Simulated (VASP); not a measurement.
# Si2GeP3 (P4/mmm) in VASP: notebook

Runs on Si2GeP3. Level: PBE. Tasks: single point, relaxation of cell and atoms.

All numbers are computed with VASP 6.6.1; they aren't measurements. Logs are shortened: lines on timing, memory, paths and dates and some standing lists are left out, and cuts for length are marked.

## (1) The cell of the first run

It takes space group P4/mmm (No. 123, tetragonal). Conventional cell: a = 3.207 Å, b = 3.207 Å, c = 9.109 Å, α = 90.00°, β = 90.00°, γ = 90.00°. Si (site symmetry 4mm) has 8 P at 2.50 to 2.79 Å and 1 Ge at 2.94 Å and 5 Si at 3.21 to 3.24 Å within 3.3 Å. Ge (site symmetry 4/mmm) has 2 Si at 2.94 Å and 8 P at 2.94 Å and 4 Ge at 3.21 Å within 3.9 Å. P (site symmetry 4mm) has 4 Si at 2.50 Å and 5 P at 2.68 to 3.21 Å and 4 Ge at 2.94 Å within 3.3 Å. P (site symmetry 4/mmm) has 6 P at 2.68 to 3.21 Å and 8 Si at 2.79 Å within 3.5 Å.

## (2) Single point, PBE

The input, INCAR:

```
PREC = Accurate ; ENCUT = 520
EDIFF = 1E-6 ; ISMEAR = 0
SIGMA = 0.1 ; LREAL = False
LASPH = True ; NELM = 100
ALGO = Normal ; ISIF = 2
LWAVE = False ; LCHARG = False
GGA = PE ; NBANDS = 28
```

The input, KPOINTS:

```
regular mesh
0
Gamma
  6 6 2
```

The input, POSCAR:

```
Si2GeP3
1.0
    3.2074579274      0.0000000000      0.0000000000
    0.0000000000      3.2074579274      0.0000000000
    0.0000000000      0.0000000000      9.1091456802
Si Ge P
2 1 3
Direct
    0.5000000000      0.5000000000      0.3222316725
    0.5000000000      0.5000000000      0.6777683275
    0.5000000000      0.5000000000      0.0000000000
    0.0000000000      0.0000000000      0.7938897118
    0.0000000000      0.0000000000      0.2061102882
    0.0000000000      0.0000000000      0.5000000000
```

Potentials or basis: VASP PAW PBE potentials, release 64 (Si, Ge_d, P).

On the command line:

```
$ cat potpaw_PBE.64/Si/POTCAR potpaw_PBE.64/Ge_d/POTCAR potpaw_PBE.64/P/POTCAR > POTCAR
$ mpirun -np 1 vasp_std > vasp.out
```

OUTCAR:

```text
PREC = Accurate
   ENCUT = 520
   EDIFF = 1E-6
   ISMEAR = 0
   LREAL = False
   LASPH = True
   NELM = 100
   ISIF = 2
   GGA = PE

 ion  position               nearest neighbor table
   1  0.500  0.500  0.322-   5 2.50   5 2.50   5 2.50   5 2.50   6 2.79   6 2.79   6 2.79   6 2.79
                             3 2.94
   2  0.500  0.500  0.678-   4 2.50   4 2.50   4 2.50   4 2.50   6 2.79   6 2.79   6 2.79   6 2.79
                             3 2.94
   3  0.500  0.500  0.000-   1 2.94   2 2.94
   4  0.000  0.000  0.794-   2 2.50   2 2.50   2 2.50   2 2.50   6 2.68
   5  0.000  0.000  0.206-   1 2.50   1 2.50   1 2.50   1 2.50   6 2.68
   6  0.000  0.000  0.500-   4 2.68   5 2.68   1 2.79   2 2.79   1 2.79   2 2.79   1 2.79   2 2.79
                             1 2.79   2 2.79

  LATTYP: Found a simple tetragonal cell.
 ALAT       =     3.2074579274
 C/A-ratio  =     2.8399891398

  Lattice vectors:

 A1 = (   3.2074579274,   0.0000000000,   0.0000000000)
 A2 = (   0.0000000000,   3.2074579274,   0.0000000000)
 A3 = (   0.0000000000,   0.0000000000,   9.1091456802)

Analysis of symmetry for initial positions (statically):
=====================================================================
 Subroutine PRICEL returns:
 Original cell was already a primitive cell.

 Routine SETGRP: Setting up the symmetry group for a
 simple tetragonal supercell.

 Subroutine GETGRP returns: Found 16 space group operations
 (whereof 16 operations were pure point group operations)
 out of a pool of 16 trial point group operations.

The static configuration has the point symmetry D_4h.

Analysis of symmetry for dynamics (positions and initial velocities):
=====================================================================
 Subroutine PRICEL returns:
 Original cell was already a primitive cell.

 Routine SETGRP: Setting up the symmetry group for a
 simple tetragonal supercell.

 Subroutine GETGRP returns: Found 16 space group operations
 (whereof 16 operations were pure point group operations)
 out of a pool of 16 trial point group operations.

The dynamic configuration has the point symmetry D_4h.

 Subroutine INISYM returns: Found 16 space group operations
 (whereof 16 operations are pure point group operations),
 and found     1 'primitive' translations

----------------------------------------------------------------------------------------

                                     Primitive cell

  volume of cell :      93.7129

  direct lattice vectors                    reciprocal lattice vectors
     3.207457927  0.000000000  0.000000000     0.311773380  0.000000000  0.000000000
     0.000000000  3.207457927  0.000000000     0.000000000  0.311773380  0.000000000
     0.000000000  0.000000000  9.109145680     0.000000000  0.000000000  0.109779779

  length of vectors
     3.207457927  3.207457927  9.109145680     0.311773380  0.311773380  0.109779779

  position of ions in fractional coordinates (direct lattice)
     0.500000000  0.500000000  0.322231673
     0.500000000  0.500000000  0.677768327
     0.500000000  0.500000000  0.000000000
     0.000000000  0.000000000  0.793889712
     0.000000000  0.000000000  0.206110288
     0.000000000  0.000000000  0.500000000

  ion indices of the primitive-cell ions
   primitive index   ion index
                 1           1
                 2           2
                 3           3
                 4           4
                 5           5
                 6           6

----------------------------------------------------------------------------------------

 KPOINTS: regular mesh

Automatic generation of k-mesh.
 Grid dimensions read from file:
 generate k-points for:    6    6    2

 Generating k-lattice:

  Cartesian coordinates                     Fractional coordinates (reciprocal lattice)
     0.051962230  0.000000000  0.000000000     0.166666667  0.000000000  0.000000000
     0.000000000  0.051962230  0.000000000     0.000000000  0.166666667  0.000000000
     0.000000000  0.000000000  0.054889890     0.000000000  0.000000000  0.500000000

  Length of vectors
     0.051962230  0.051962230  0.054889890

  Shift w.r.t. Gamma in fractional coordinates (k-lattice)
     0.000000000  0.000000000  0.000000000

 Subroutine IBZKPT returns following result:
 ===========================================

 Found     20 irreducible k-points:

 Following reciprocal coordinates:
            Coordinates               Weight
  0.000000  0.000000  0.000000      1.000000
  0.166667  0.000000  0.000000      4.000000
  0.333333  0.000000  0.000000      4.000000
  0.500000  0.000000  0.000000      2.000000
  0.166667  0.166667  0.000000      4.000000
  0.333333  0.166667  0.000000      8.000000
[... 12 lines left out ...]
  0.500000  0.333333  0.500000      4.000000
  0.500000  0.500000  0.500000      1.000000
   k-points           NKPTS =     20   k-points in BZ     NKDIM =     20   number of bands    NBANDS=     28
   number of dos      NEDOS =    301   number of ions     NIONS =      6
   total plane-waves  NPLWV =  40320
   dimension x,y,z NGX =    24 NGY =   24 NGZ =   70
   dimension x,y,z NGXF=    48 NGYF=   48 NGZF=  140
   ions per type =               2   1   3
   NGX,Y,Z   is equivalent  to a cutoff of  12.44, 12.44, 12.78 a.u.
   NGXF,Y,Z  is equivalent  to a cutoff of  24.88, 24.88, 25.55 a.u.
 SYSTEM =  unknown system
   PREC   = accura    normal or accurate (medium, high low for compatibility)
   ISTART =      0    job   : 0-new  1-cont  2-samecut
   ICHARG =      2    charge: 1-file 2-atom 10-const
   ISPIN  =      1    spin polarized calculation?
   LNONCOLLINEAR =      F non collinear calculations
   LSORBIT =      F    spin-orbit coupling
   LASPH  =      T    aspherical Exc in radial PAW
   ENCUT  =  520.0 eV  38.22 Ry    6.18 a.u.   5.96  5.96 16.94*2*pi/ulx,y,z
   NELM   =    100;   NELMIN=  2; NELMDL= -5     # of ELM steps
   EDIFF  = 0.1E-05   stopping-criterion for ELM
   LREAL  =      F    real-space projection
   EDIFFG = 0.1E-04   stopping-criterion for IOM
   NSW    =      0    number of steps for IOM
   IBRION =     -1    ionic relax: 0-MD 1-quasi-New 2-CG
   NFREE  =      0    steps in history (QN), initial steepest desc. (CG)
   ISIF   =      2    stress and relaxation
   ISYM   =      2    0-nonsym 1-usesym 2-fastsym
   POTIM  = 0.5000    time-step for ionic-motion
   TEBEG  =    0.0;   TEEND  =   0.0 temperature during run
   PSTRESS=    0.0 pullay stress
   NELECT =      37.0000    total number of electrons
   NUPDOWN=      -1.0000    fix difference up-down
   EMIN   =  10.00;   EMAX   =-10.00  energy-range for DOS
   EFERMI =   0.00;   METHOD = LEGACY
   ISMEAR =     0;   SIGMA  =   0.10  broadening in eV -4-tet -1-fermi 0-gaus
   EFERMI_NEDOS =   21; number of points for ismear=-14 and -15
   IALGO  =     38    algorithm
   IMIX   =      4    mixing-type and parameters
     AMIX     =   0.40;   BMIX     =  1.00
     AMIX_MAG =   1.60;   BMIX_MAG =  1.00
  volume/ion in A,a.u.               =      15.62       105.40
  Fermi-wavevector in a.u.,A,eV,Ry     =   1.200998  2.269557 19.624985  1.442396
  Thomas-Fermi vector in A             =   2.336819
   LORBIT       =      0    0 simple, 1 ext, 2 COOP (PROOUT), +10 PAW based schemes
   GGA     = PE    functional components
   LHFCALC =     F    Hartree Fock is set to
   AEXX    =    0.0000 exact exchange contribution
   IVDW    =     0    specifies the selected vdW correction
   LEPSILON=     F    determine dielectric tensor
   LRPA    =     F    only Hartree local field effects (RPA)
 non-spin polarized calculation
 Gauss-broadening in eV      SIGMA  =   0.10
  energy-cutoff  :      520.00
  volume of cell :       93.71
 maximum number of plane-waves:      2544
 NGX is ok and might be reduce to    24
   NGX = 11   NGY = 11   NGZ = 33

 number of electron      36.9999995 magnetization

 Free energy of the ion-electron system (eV)
  ---------------------------------------------------
  ext. energy  EPLUGINS =         0.00000000
  ---------------------------------------------------
  free energy    TOTEN  =       -28.77059114 eV

  energy without entropy =      -28.76679833  energy(sigma->0) =      -28.76869474

 E-fermi :   8.8164     XC(G=0): -11.1993

 val. band max:        8.7322019485   @ k =   0.1667   0.1667   0.0000
 cond. band min:       8.9910531993   @ k =   0.1667   0.0000   0.0000
 fundamental gap:      0.2588512508
 Fermi energy:         8.8164168677

 k-point     1 :       0.0000    0.0000    0.0000
  band No.  band energies     occupation
      1     -15.9633      2.00000
      2     -15.9565      2.00000
      3     -15.9301      2.00000
      4     -15.9301      2.00000
      5     -15.9112      2.00000
      6      -6.3291      2.00000
[... 20 lines left out ...]
     27      14.2115      0.00000
     28      14.2116      0.00000

 k-point     2 :       0.1667    0.0000    0.0000
  band No.  band energies     occupation
      1     -15.9588      2.00000
      2     -15.9491      2.00000
      3     -15.9348      2.00000
      4     -15.9296      2.00000
      5     -15.9148      2.00000
      6      -5.9622      2.00000
[... 20 lines left out ...]
     27      14.1976      0.00000
     28      15.2185      0.00000

 k-point     3 :       0.3333    0.0000    0.0000
  band No.  band energies     occupation
      1     -15.9569      2.00000
      2     -15.9441      2.00000
      3     -15.9288      2.00000
      4     -15.9269      2.00000
      5     -15.9218      2.00000
      6      -4.9048      2.00000
[... 20 lines left out ...]
     27      13.8288      0.00000
     28      14.2614      0.00000

 k-point     4 :       0.5000    0.0000    0.0000
  band No.  band energies     occupation
      1     -15.9562      2.00000
      2     -15.9488      2.00000
      3     -15.9283      2.00000
      4     -15.9254      2.00000
      5     -15.9156      2.00000
      6      -3.7897      2.00000
[... 454 lines left out ...]
     27      13.7575      0.00000
     28      15.1764      0.00000

 k-point    19 :       0.5000    0.3333    0.5000
  band No.  band energies     occupation
      1     -15.9462      2.00000
      2     -15.9411      2.00000
      3     -15.9400      2.00000
      4     -15.9347      2.00000
      5     -15.9006      2.00000
      6      -2.4969      2.00000
[... 20 lines left out ...]
     27      14.1798      0.00000
     28      14.3073      0.00000

 k-point    20 :       0.5000    0.5000    0.5000
  band No.  band energies     occupation
      1     -15.9453      2.00000
      2     -15.9453      2.00000
      3     -15.9448      2.00000
      4     -15.9310      2.00000
      5     -15.8920      2.00000
      6      -1.7845      2.00000
[... 20 lines left out ...]
     27      12.5994      0.00000
     28      13.1441      0.00000

------------------------ aborting loop because EDIFF is reached ----------------------------------------

  FORCE on cell =-STRESS in cart. coord.  units (eV):
  Direction    XX          YY          ZZ          XY          YZ          ZX
  --------------------------------------------------------------------------------------
  -------------------------------------------------------------------------------------
  Total       -0.0526247     -0.0526247     -0.1535666      0.0000000      0.0000000      0.0000000
  in kB       -0.8997064     -0.8997064     -2.6254747      0.0000000      0.0000000      0.0000000
  external PRESSURE =      -1.4749625 kB  Pullay stress =       0.0000000 kB

 VOLUME and BASIS-vectors are now :
 -----------------------------------------------------------------------------
  energy-cutoff  :      520.00
  volume of cell :       93.71
      direct lattice vectors                 reciprocal lattice vectors
     3.207457927  0.000000000  0.000000000     0.311773380  0.000000000  0.000000000
     0.000000000  3.207457927  0.000000000     0.000000000  0.311773380  0.000000000
     0.000000000  0.000000000  9.109145680     0.000000000  0.000000000  0.109779779

 POSITION                                       TOTAL-FORCE (eV/Angst)
 -----------------------------------------------------------------------------------
      1.60373      1.60373      2.93526        -0.000000     -0.000000     -0.020600
      1.60373      1.60373      6.17389         0.000000     -0.000000      0.020600
      1.60373      1.60373      0.00000         0.000000      0.000000      0.000000
      0.00000      0.00000      7.23166         0.000000      0.000000     -0.027420
      0.00000      0.00000      1.87749         0.000000      0.000000      0.027420
      0.00000      0.00000      4.55457         0.000000      0.000000      0.000000
 -----------------------------------------------------------------------------------
    total drift:                                0.000000     -0.000000     -0.000000

  FREE ENERGIE OF THE ION-ELECTRON SYSTEM (eV)
  ---------------------------------------------------
  free  energy   TOTEN  =       -28.7705911396 eV

  energy  without entropy=      -28.7667983325  energy(sigma->0) =      -28.76869474
```

Run time: 80 s. Hardware: 1 thread of Oxide Virtual Turin-like, shared host; peak memory 0.18 GiB.

What came out:

```yaml
Free_energy: -28.7706 eV
Pressure: -0.1 GPa
Largest_force: 0.027 eV/Å
```

Forces in eV/Å, atoms in the order of the input:
```
Si   0.000  0.000 -0.021
Si   0.000  0.000  0.021
Ge   0.000  0.000  0.000
P    0.000  0.000 -0.027
P    0.000  0.000  0.027
P    0.000  0.000  0.000
```

## (3) Single point, PBE

This run uses another cell than the first one, of 17.47 Å³/atom, 1.118 times its volume.

The input, INCAR:

```
ALGO = Normal ; EDIFF = 1E-6
ENCUT = 520 ; GGA = PE
ISIF = 2 ; ISMEAR = 0
LASPH = T ; LCHARG = T
LELF = T ; LREAL = F
LVHAR = T ; LWAVE = F
NBANDS = 28 ; NELM = 80
PREC = Accurate ; SIGMA = 0.1
```

The input, KPOINTS:

```
k-points
0
Gamma
  6 6 2
```

The input, POSCAR:

```
Si2GeP3
1.0
    3.2591567000      0.0000000000      0.0000000000
    0.0000000000      3.2591567000      0.0000000000
    0.0000000000      0.0000000000      9.8675378700
Si Ge P
2 1 3
Direct
    0.5000000000      0.5000000000      0.3248246900
    0.5000000000      0.5000000000      0.6751753100
    0.5000000000      0.5000000000      0.0000000000
    0.0000000000      0.0000000000      0.8390681100
    0.0000000000      0.0000000000      0.1609318900
    0.0000000000      0.0000000000      0.5000000000
```

Potentials or basis: VASP PAW PBE potentials, release 64 (Si, Ge_d, P).

On the command line:

```
$ cat potpaw_PBE.64/Si/POTCAR potpaw_PBE.64/Ge_d/POTCAR potpaw_PBE.64/P/POTCAR > POTCAR
$ mpirun -np 1 vasp_std > vasp.out
```

Run time: 94 s. Hardware: 1 thread of Oxide Virtual Turin-like, shared host; peak memory 0.2 GiB.

It converged, with:

```yaml
Free_energy: -27.8561 eV
Pressure: -9.4 GPa
Largest_force: 0.736 eV/Å
```

Forces on the atoms (eV/Å):
```
Si   0.000  0.000  0.119
Si   0.000  0.000 -0.119
Ge   0.000  0.000  0.000
P    0.000  0.000 -0.736
P    0.000  0.000  0.736
P    0.000  0.000  0.000
```

Stress tensor (GPa, compression positive):
```
-9.75  0.00  0.00
 0.00 -9.75  0.00
 0.00  0.00 -8.77
```

Levels at points of the mesh, in eV from the Fermi level:
| k point | band 15 | band 16 | band 17 | band 18 | band 19 | band 20 | band 21 | band 22 |
| --- | --- | --- | --- | --- | --- | --- | --- | --- |
| (0.00, 0.00, 0.00) | -0.25 | -0.25 | -0.11 | -0.11 | 0.10 | 0.22 | 3.30 | 3.34 |
| (0.50, 0.00, 0.00) | -3.86 | 0.55 | 0.68 | 1.36 | 1.55 | 1.56 | 1.87 | 2.61 |
| (0.50, 0.50, 0.00) | -4.62 | -4.50 | -4.50 | -2.31 | -2.10 | -0.55 | -0.38 | -0.27 |
| (0.00, 0.00, 0.50) | -0.90 | -0.90 | -0.64 | 0.67 | 0.67 | 1.64 | 1.98 | 2.75 |
| (0.50, 0.00, 0.50) | -2.02 | -0.95 | -0.83 | 0.83 | 0.99 | 1.80 | 2.99 | 3.20 |
| (0.50, 0.50, 0.50) | -4.46 | -3.30 | -3.30 | -3.25 | -2.11 | -2.11 | -2.05 | 0.04 |

## (4) Single point, PBE

This run uses another cell than the first one, of 15.57 Å³/atom, 0.997 times its volume.

The input, INCAR:

```
SYSTEM = Si2GeP3
ALGO = Normal
EDIFF = 1E-7
ENCUT = 520
GGA = PE
ISIF = 2
ISMEAR = 0
LASPH = .TRUE.
LCHARG = .TRUE.
LELF = .TRUE.
LREAL = .FALSE.
LVHAR = .TRUE.
LWAVE = .FALSE.
NBANDS = 28
NELM = 100
PREC = Accurate
SIGMA = 0.1
```

The input, KPOINTS:

```
k-points
0
G
  12 12 4
  0 0 0
```

The input, POSCAR:

```
Si2GeP3
1.0
    3.1842750591      0.0000000000      0.0000000000
    0.0000000000      3.1842750591      0.0000000000
    0.0000000000      0.0000000000      9.2153538819
Si Ge P
2 1 3
Direct
    0.5000000000      0.5000000000      0.3244966867
    0.5000000000      0.5000000000      0.6755033133
    0.5000000000      0.5000000000      0.0000000000
    0.0000000000      0.0000000000      0.7936436284
    0.0000000000      0.0000000000      0.2063563716
    0.0000000000      0.0000000000      0.5000000000
```

On the command line:

```
$ cat potpaw_PBE.64/Si/POTCAR potpaw_PBE.64/Ge_d/POTCAR potpaw_PBE.64/P/POTCAR > POTCAR
$ mpirun -np 1 vasp_std > vasp.out
```

It took 5.2 min on 1 thread of Oxide Virtual Turin-like, shared host; peak memory 0.29 GiB.

It converged, with:

```yaml
Free_energy: -28.6330 eV
Pressure: -0.1 GPa
Largest_force: 0.007 eV/Å
```

Forces in eV/Å, atoms in the order of the input:
```
Si   0.000  0.000 -0.004
Si   0.000  0.000  0.004
Ge   0.000  0.000  0.000
P    0.000  0.000 -0.007
P    0.000  0.000  0.007
P    0.000  0.000  0.000
```

Levels at points of the mesh, in eV from the Fermi level:
```
           k point  band 15  band 16  band 17  band 18  band 19  band 20  band 21  band 22
(0.00, 0.00, 0.00)    -1.55    -0.59    -0.37     0.16     0.27     0.27     2.22     2.24
(0.50, 0.00, 0.00)    -3.19    -0.18     0.55     1.75     1.96     2.04     2.13     2.95
(0.50, 0.50, 0.00)    -5.50    -4.37    -4.37    -3.22    -1.63    -0.74    -0.72    -0.72
(0.00, 0.00, 0.50)    -1.82    -1.31    -0.64     0.69     0.69     1.91     1.98     2.34
(0.50, 0.00, 0.50)    -1.25    -0.72    -0.13     0.23     0.44     2.06     2.31     2.60
(0.50, 0.50, 0.50)    -4.37    -3.93    -3.61    -3.61    -2.57    -2.21    -2.21    -0.25
```

[end of part 1 of 2]
